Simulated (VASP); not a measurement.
# CuSi24W12 (a cell with a defect) in VASP: single point with PBE

Aim: the single point of CuSi24W12 (a cell with a defect) with PBE.

All numbers are computed with VASP 6.6.1; they aren't measurements. Logs are shortened: lines on timing, memory, paths and dates and some standing lists are left out, and cuts for length are marked.

**1. The cell of the first run**

The cell holds a defect, 37 atoms: a = 9.097 Å, b = 9.097 Å, c = 13.646 Å, α = 138.42°, β = 138.42°, γ = 60.26°.

**2. Single point, PBE**

File INCAR:

```
PREC = Accurate ; ENCUT = 520
EDIFF = 1E-6 ; ISMEAR = 1
SIGMA = 0.1 ; LREAL = Auto
LASPH = True ; NELM = 60
ALGO = Normal ; ISIF = 2
LWAVE = False ; LCHARG = False
GGA = PE ; NBANDS = 162
```

File KPOINTS:

```
regular mesh
0
Gamma
  3 3 2
```

File POSCAR:

```
CuSi24W12
1.0
   -3.2292007300      3.2292007300      7.8679106500
    3.2292007300     -3.2292007300      7.8679106500
    4.8438010900      4.8438010900    -11.8018659700
Si W Cu
24 12 1
Direct
    0.1705394252      0.1130578638     -0.0379729672
    0.3315269271      0.3339236502      0.0013719597
    0.1657669977      0.1681666627      0.3319525245
    0.3866571107      0.3291588269      0.3713126255
    0.1653841081      0.1715247917      0.6690849686
    0.3281604281      0.3342989440      0.6642317552
    0.1620529158      0.6685040895     -0.0006941862
    0.3348833102      0.8281912936      0.0003126677
    0.1645475767      0.7222606613      0.3652368186
    0.3317905086      0.8288916907      0.3309874766
    0.1655764072      0.6609593622      0.6621849123
    0.3371090143      0.8331704654      0.6707476091
    0.6708142810      0.1679094957      0.0023567235
    0.7774050523      0.3351567626     -0.0319279213
    0.6715037774      0.1647895355      0.3330142939
    0.8311845106      0.3376340524      0.3340245543
    0.6665364236      0.1625750300      0.6625733469
    0.8387357954      0.3341209894      0.6711482242
    0.6666979798      0.6744328660      0.0035320402
    0.8382968944      0.8309662879      0.0005214913
    0.6687223098      0.6613879872      0.3328033026
    0.8252726848      0.8329975065      0.3297973988
    0.6719724771      0.6730163887      0.6727960004
    0.8266864347      0.8277086691      0.6605343491
   -0.0010527548     -0.0093391706     -0.0050091859
   -0.0022549010      0.0056422544      0.3330806674
   -0.0028043456     -0.0030093499      0.6612218257
   -0.0061882095      0.5017548195     -0.0046428414
   -0.0020620382      0.5058856359      0.3379796093
    0.0011747409      0.4985114301      0.6666623877
    0.5068427191     -0.0027019446      0.0007896691
    0.5023947385     -0.0071534865      0.3325393570
    0.4986324134      0.0010571202      0.6666649683
    0.4940432565      0.5019343733      0.0002421652
    0.5090118417      0.5007336322      0.3383254121
    0.5027025819      0.5025037711      0.6721099689
    0.1272620169      0.3724034826      0.1666591970
```

Potentials or basis: VASP PAW PBE potentials, release 64 (Si, W_sv, Cu).

Started as:

```console
$ cat potpaw_PBE.64/Si/POTCAR potpaw_PBE.64/W_sv/POTCAR potpaw_PBE.64/Cu/POTCAR > POTCAR
$ mpirun -np 1 vasp_std > vasp.out
```

OUTCAR:

```text
PREC = Accurate
   ENCUT = 520
   EDIFF = 1E-6
   ISMEAR = 1
   LREAL = Auto
   LASPH = True
   NELM = 60
   ISIF = 2
   GGA = PE

 ion  position               nearest neighbor table
   1  0.171  0.113  0.962-  37 2.09  27 2.44  31 2.44   8 2.50  24 2.51   2 2.57  25 2.72  35 2.88
                            28 2.89  11 2.90  14 3.15   4 3.15
   2  0.332  0.334  0.001-   1 2.57  34 2.61  21 2.63  28 2.63  35 2.63   5 2.64  27 2.65   7 2.66
                            31 2.66  13 2.67
   3  0.166  0.168  0.332-   4 2.57  26 2.61  20 2.63  29 2.63  25 2.63   6 2.64  36 2.65  16 2.66
                            32 2.66  10 2.67
   4  0.387  0.329  0.371-  37 2.09  36 2.44  32 2.44  15 2.50  23 2.50   3 2.57  35 2.72  25 2.88
                            29 2.89  18 2.90   9 3.15   1 3.15
   5  0.165  0.172  0.669-  18 2.59  30 2.60  34 2.60  27 2.60   6 2.62   2 2.64  33 2.65  26 2.66
                            22 2.68  12 2.68   9 2.92
   6  0.328  0.334  0.664-  11 2.59  30 2.60  26 2.60  36 2.60   5 2.62   3 2.64  33 2.65  34 2.66
                            19 2.68  17 2.68  14 2.92
   7  0.162  0.669  0.999-  20 2.56  25 2.57  28 2.59  18 2.60   8 2.61  34 2.62  32 2.63  10 2.63
                            30 2.63   2 2.66
   8  0.335  0.828  0.000-   1 2.50  34 2.58  19 2.60   7 2.61  30 2.62  25 2.62  32 2.62  15 2.66
                            11 2.68  31 2.68
   9  0.165  0.722  0.365-  37 2.09  33 2.43  26 2.44  22 2.49  12 2.52  10 2.58  29 2.71  28 2.85
[... 42 lines left out ...]
                            24 2.64  23 2.64  25 3.19  35 3.19  26 3.20  34 3.20
  31  0.507  0.997  0.001-   1 2.44  19 2.57  12 2.59  13 2.61  20 2.62  15 2.62  16 2.63   2 2.66
                            11 2.68   8 2.68  26 3.17  36 3.18  35 3.25  27 3.29
  32  0.502  0.993  0.333-   4 2.44  22 2.57  17 2.59  10 2.61  21 2.62   8 2.62   7 2.63   3 2.66
                            18 2.68  15 2.68  34 3.17  27 3.18  25 3.25  36 3.29
  33  0.499  0.001  0.667-  14 2.43   9 2.43  23 2.63  24 2.63  10 2.64  13 2.64  12 2.64  17 2.64
                             5 2.65   6 2.65  25 3.24  35 3.24  34 3.25  26 3.25
  34  0.494  0.502  0.000-  14 2.44   8 2.58   5 2.60   2 2.61  22 2.62   7 2.62  21 2.62  13 2.65
                             6 2.66  19 2.68  32 3.17  30 3.20  33 3.25  29 3.25
  35  0.509  0.501  0.338-  24 2.55  16 2.57  37 2.58  21 2.59  15 2.62   2 2.63  10 2.64  23 2.64
                             4 2.72   1 2.88   9 2.89  30 3.19  33 3.24  31 3.25  28 3.33
  36  0.503  0.503  0.672-   4 2.44  19 2.60   6 2.60  11 2.61  12 2.62  20 2.62  17 2.63   3 2.65
                            18 2.66  23 2.67  28 3.15  31 3.18  29 3.26  32 3.29
  37  0.127  0.372  0.167-   9 2.09  14 2.09   1 2.09   4 2.09  25 2.58  35 2.58  29 2.60  28 2.60

  Warning from LATTYP: Got some problem with cell dimensions!
  Tried to take original basis but could not verify dimensions!
  LATTYP: Found a base centered monoclinic cell.
 ALAT       =    15.7358213000
 B/A-ratio  =     0.5804310282
 C/A-ratio  =     0.5020023408
 COS(beta)  =    -0.4980056466

  Lattice vectors:

 A1 = (   3.2292007300,  -3.2292007300,  -7.8679106500)
 A2 = (  -3.2292007300,   3.2292007300,  -7.8679106500)
 A3 = (   4.8438010900,   4.8438010900,   3.9339553300)

Analysis of symmetry for initial positions (statically):
=====================================================================
 Subroutine PRICEL returns:
 Original cell was already a primitive cell.

 Routine SETGRP: Setting up the symmetry group for a
 base centered monoclinic supercell.

 Subroutine GETGRP returns: Found  1 space group operations
 (whereof  1 operations were pure point group operations)
 out of a pool of  4 trial point group operations.

The static configuration has the point symmetry C_1 .

Analysis of symmetry for dynamics (positions and initial velocities):
=====================================================================
 Subroutine PRICEL returns:
 Original cell was already a primitive cell.

 Routine SETGRP: Setting up the symmetry group for a
 base centered monoclinic supercell.

 Subroutine GETGRP returns: Found  1 space group operations
 (whereof  1 operations were pure point group operations)
 out of a pool of  4 trial point group operations.

The dynamic configuration has the point symmetry C_1 .

 Subroutine INISYM returns: Found  1 space group operations
 (whereof  1 operations are pure point group operations),
 and found     1 'primitive' translations

----------------------------------------------------------------------------------------

                                     Primitive cell

  volume of cell :     492.2670
[... 111 lines left out ...]
|           W    W    AA    RRRRR   N    N  II  N    N   GGGG   !!!           |
|           W    W   A  A   R    R  NN   N  II  NN   N  G    G  !!!           |
|           W    W  A    A  R    R  N N  N  II  N N  N  G       !!!           |
|           W WW W  AAAAAA  RRRRR   N  N N  II  N  N N  G  GGG   !            |
|           WW  WW  A    A  R   R   N   NN  II  N   NN  G    G                |
|           W    W  A    A  R    R  N    N  II  N    N   GGGG   !!!           |
|                                                                             |
|     Your reciprocal lattice and k-lattice belong to different lattice       |
|     classes:                                                                |
|                                                                             |
|        The reciprocal lattice is base-centered monoclinic,                  |
|        whereas your k-lattice is body-centered tetragonal.                  |
|                                                                             |
|     Results are often still useful ...                                      |
|                                                                             |
 -----------------------------------------------------------------------------

 Subroutine IBZKPT returns following result:
 ===========================================

 Found     10 irreducible k-points:

 Following reciprocal coordinates:
            Coordinates               Weight
  0.000000  0.000000  0.000000      1.000000
  0.333333  0.000000  0.000000      2.000000
 -0.000000 -0.333333 -0.000000      2.000000
  0.333333  0.333333 -0.000000      2.000000
 -0.333333  0.333333  0.000000      2.000000
  0.000000  0.000000  0.500000      1.000000
  0.333333  0.000000  0.500000      2.000000
  0.000000 -0.333333  0.500000      2.000000
  0.333333  0.333333  0.500000      2.000000
 -0.333333  0.333333  0.500000      2.000000
   k-points           NKPTS =     10   k-points in BZ     NKDIM =     10   number of bands    NBANDS=    162
   number of dos      NEDOS =    301   number of ions     NIONS =     37
   total plane-waves  NPLWV = 529200
   dimension x,y,z NGX =    70 NGY =   70 NGZ =  108
   dimension x,y,z NGXF=   140 NGYF=  140 NGZF=  216
   ions per type =              24  12   1
   NGX,Y,Z   is equivalent  to a cutoff of  12.79, 12.79, 13.16 a.u.
   NGXF,Y,Z  is equivalent  to a cutoff of  25.58, 25.58, 26.32 a.u.
 SYSTEM =  unknown system
   PREC   = accura    normal or accurate (medium, high low for compatibility)
   ISTART =      0    job   : 0-new  1-cont  2-samecut
   ICHARG =      2    charge: 1-file 2-atom 10-const
   ISPIN  =      1    spin polarized calculation?
   LNONCOLLINEAR =      F non collinear calculations
   LSORBIT =      F    spin-orbit coupling
   LASPH  =      T    aspherical Exc in radial PAW
   ENCUT  =  520.0 eV  38.22 Ry    6.18 a.u.  16.91 16.91 25.37*2*pi/ulx,y,z
   NELM   =     60;   NELMIN=  2; NELMDL= -5     # of ELM steps
   EDIFF  = 0.1E-05   stopping-criterion for ELM
   LREAL  =      T    real-space projection
   EDIFFG = 0.1E-04   stopping-criterion for IOM
   NSW    =      0    number of steps for IOM
[... 5 lines left out ...]
   TEBEG  =    0.0;   TEEND  =   0.0 temperature during run
   PSTRESS=    0.0 pullay stress
   NELECT =     275.0000    total number of electrons
   NUPDOWN=      -1.0000    fix difference up-down
   EMIN   =  10.00;   EMAX   =-10.00  energy-range for DOS
   EFERMI =   0.00;   METHOD = LEGACY
   ISMEAR =     1;   SIGMA  =   0.10  broadening in eV -4-tet -1-fermi 0-gaus
   EFERMI_NEDOS =   21; number of points for ismear=-14 and -15
   IALGO  =     38    algorithm
   IMIX   =      4    mixing-type and parameters
     AMIX     =   0.40;   BMIX     =  1.00
     AMIX_MAG =   1.60;   BMIX_MAG =  1.00
  volume/ion in A,a.u.               =      13.30        89.78
  Fermi-wavevector in a.u.,A,eV,Ry     =   1.348297  2.547911 24.734086  1.817904
  Thomas-Fermi vector in A             =   2.475977
   LORBIT       =      0    0 simple, 1 ext, 2 COOP (PROOUT), +10 PAW based schemes
   GGA     = PE    functional components
   LHFCALC =     F    Hartree Fock is set to
   AEXX    =    0.0000 exact exchange contribution
   IVDW    =     0    specifies the selected vdW correction
   LEPSILON=     F    determine dielectric tensor
   LRPA    =     F    only Hartree local field effects (RPA)
 non-spin polarized calculation
 Methfessel and Paxton  Order N= 1 SIGMA  =   0.10
  energy-cutoff  :      520.00
  volume of cell :      492.27
 maximum number of plane-waves:     13271
 NGX is ok and might be reduce to    70
   NGX = 33   NGY = 33   NGZ = 51

 number of electron     274.9999999 magnetization

 Free energy of the ion-electron system (eV)
  ---------------------------------------------------
  ext. energy  EPLUGINS =         0.00000000
  ---------------------------------------------------
  free energy    TOTEN  =      -297.83264178 eV

  energy without entropy =     -297.83408965  energy(sigma->0) =     -297.83312440

 E-fermi :  12.3045     XC(G=0): -12.5748

 val. band max:       12.1412785859   @ k =   0.3333   0.0000   0.5000
 cond. band min:      12.3446319107   @ k =  -0.3333   0.3333   0.0000
 fundamental gap:      0.2033533248
 Fermi energy:        12.3044962331

 k-point     1 :       0.0000    0.0000    0.0000
  band No.  band energies     occupation
      1     -61.8686      2.00000
      2     -61.8683      2.00000
      3     -61.8663      2.00000
      4     -61.8662      2.00000
      5     -61.8374      2.00000
      6     -61.8149      2.00000
[... 1509 lines left out ...]
    148      13.6974     -0.00000
    149      13.7750     -0.00000
 [bands above 149 left out]

------------------------ aborting loop because EDIFF is reached ----------------------------------------

  FORCE on cell =-STRESS in cart. coord.  units (eV):
  Direction    XX          YY          ZZ          XY          YZ          ZX
  --------------------------------------------------------------------------------------
  -------------------------------------------------------------------------------------
  Total       26.2419174     26.2406604     19.0836853     -0.6721939      0.0948196      0.0933631
  in kB       85.4093455     85.4052542     62.1115084     -2.1877836      0.3086085      0.3038679
  external PRESSURE =      77.6420360 kB  Pullay stress =       0.0000000 kB

 VOLUME and BASIS-vectors are now :
 -----------------------------------------------------------------------------
  energy-cutoff  :      520.00
  volume of cell :      492.27
      direct lattice vectors                 reciprocal lattice vectors
    -3.229200730  3.229200730  7.867910650     0.000000000  0.154837076  0.063549273
     3.229200730 -3.229200730  7.867910650     0.154837076  0.000000000  0.063549273
     4.843801090  4.843801090-11.801865970     0.103224718  0.103224718  0.000000000

 POSITION                                       TOTAL-FORCE (eV/Angst)
 -----------------------------------------------------------------------------------
      4.47425      4.84549     -9.12240         0.006097     -0.000585     -0.003781
      0.01438     -0.00109      5.21951         0.001128     -0.000763      0.002028
      1.61566      1.60016     -1.29030         0.000961     -0.001975     -0.003036
      1.61289      1.98424      1.24979         0.000368     -0.006277      0.002504
      3.26074      3.22109     -5.24568         0.000300     -0.000576     -0.002535
      3.23723      3.19758     -2.62700         0.001789     -0.000114      0.001809
[... 29 lines left out ...]
      3.25492      3.25621     -0.02328        -0.000287     -0.005758     -0.000005
      1.59888      0.01565      1.96443        -0.005024      0.004772      0.000260
 -----------------------------------------------------------------------------------
    total drift:                                0.000385      0.000027     -0.004368

  FREE ENERGIE OF THE ION-ELECTRON SYSTEM (eV)
  ---------------------------------------------------
  free  energy   TOTEN  =      -297.8326417798 eV

  energy  without entropy=     -297.8340896472  energy(sigma->0) =     -297.83312440
```

Run time: 52 min. Hardware: 1 thread of Intel Xeon 6975P-C (Granite Rapids), shared host; peak memory 1.3 GiB.

What came out:

```yaml
Free_energy: -297.8326 eV
Pressure: 7.8 GPa
Largest_force: 0.011 eV/Å
Band_gap_on_the_k_mesh: zero (an odd number of electrons rules out a gap without spin polarisation)
```

Forces in eV/Å, atoms in the order of the input:
```
Si   0.006 -0.001 -0.004
Si   0.001 -0.001  0.002
Si   0.001 -0.002 -0.003
Si   0.000 -0.006  0.003
Si   0.000 -0.001 -0.003
Si   0.002  0.000  0.002
Si  -0.002  0.001 -0.005
Si   0.003  0.005  0.004
Si  -0.003 -0.001  0.001
Si  -0.002 -0.001  0.003
Si  -0.003  0.001 -0.003
Si  -0.002 -0.001  0.000
Si   0.000  0.001 -0.002
Si   0.000  0.004 -0.001
Si  -0.004 -0.004 -0.003
Si  -0.001  0.002  0.006
Si   0.002  0.002 -0.003
Si  -0.001  0.003  0.003
Si  -0.001  0.005 -0.006
Si   0.002 -0.001  0.004
Si   0.001 -0.002 -0.003
Si  -0.005  0.001  0.003
Si   0.003 -0.002 -0.003
Si   0.003 -0.003  0.002
W    0.006 -0.002 -0.001
W   -0.003  0.002  0.001
W    0.005 -0.001  0.001
W    0.001  0.004  0.010
W   -0.004 -0.002 -0.010
W   -0.001  0.001  0.000
W    0.004 -0.002 -0.002
W    0.002 -0.004  0.002
W   -0.008  0.007  0.001
W   -0.001  0.003  0.001
W    0.003 -0.005  0.002
W    0.000 -0.006  0.000
Cu  -0.005  0.005  0.000
```

Stress tensor (GPa, compression positive):
```
 8.54 -0.22  0.03
-0.22  8.54  0.03
 0.03  0.03  6.21
```

Levels at points of the mesh, in eV from the Fermi level:
| k point | band 135 | band 136 | band 137 | band 138 | band 139 | band 140 | band 141 | band 142 |
| --- | --- | --- | --- | --- | --- | --- | --- | --- |
| (0.00, 0.00, 0.00) | -0.74 | -0.73 | -0.61 | -0.45 | 0.30 | 1.01 | 1.05 | 1.15 |
| (0.00, 0.00, 0.50) | -0.86 | -0.85 | -0.66 | -0.63 | 0.44 | 0.67 | 0.77 | 1.04 |

Caveat: spin-orbit coupling is left out, which moves the levels of the heavy elements; an odd number of electrons without spin polarisation forces a metal; a magnetic or distorted state may lie lower.

The gap in the log of VASP goes by the Fermi energy; the results here count the filled bands.